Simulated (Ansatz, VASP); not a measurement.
## Ti3SbP in VASP and in Ansatz

```
Ti Sb P
1.0
     4.36225    0.00000    0.00000
     0.00000    4.36225    0.00000
     0.00000    0.00000    4.36225
Ti Sb P
3 1 1
Cartesian
  0.0000 2.1811 2.1811
  2.1811 0.0000 2.1811
  2.1811 2.1811 0.0000
  0.0000 0.0000 0.0000
  2.1811 2.1811 2.1811
```

Change from the starting cell: species swapped into the GdBPd3 type (Pm-3m, No. 221).

Alike in both runs: task single point; functional PBE; k mesh 4 × 4 × 4; occupations gaussian, width 0.1 eV; no spin polarisation.

|  | VASP | Ansatz |
| --- | --- | --- |
| version | VASP 6.6.1 | Ansatz 0.2.0 |
| potentials or method | VASP PAW PBE potentials, release 64 (Ti_sv, Sb, P), cutoff 520 eV | scalar-relativistic, plane waves, PAW |
| valence electrons in the cell | 46 | 56 |

|  | VASP | Ansatz | Ansatz less VASP |
| --- | --- | --- | --- |
| gap on the k mesh at the Fermi level (eV) | none | none | - |
| pressure (GPa) | 19.3 | 19.4 | +0.09 |

A gap of «none» marks a metal or a gap that the smearing closes. With one functional, cell and mesh, what is left measures potentials, basis and numerics. VASP's potentials hold 46 valence electrons a cell and Ansatz's 56, so a difference there can come from the potentials and not from the codes.

The k mesh is coarse, so the values compare programs but aren't converged. Neither program's run includes spin-orbit coupling.
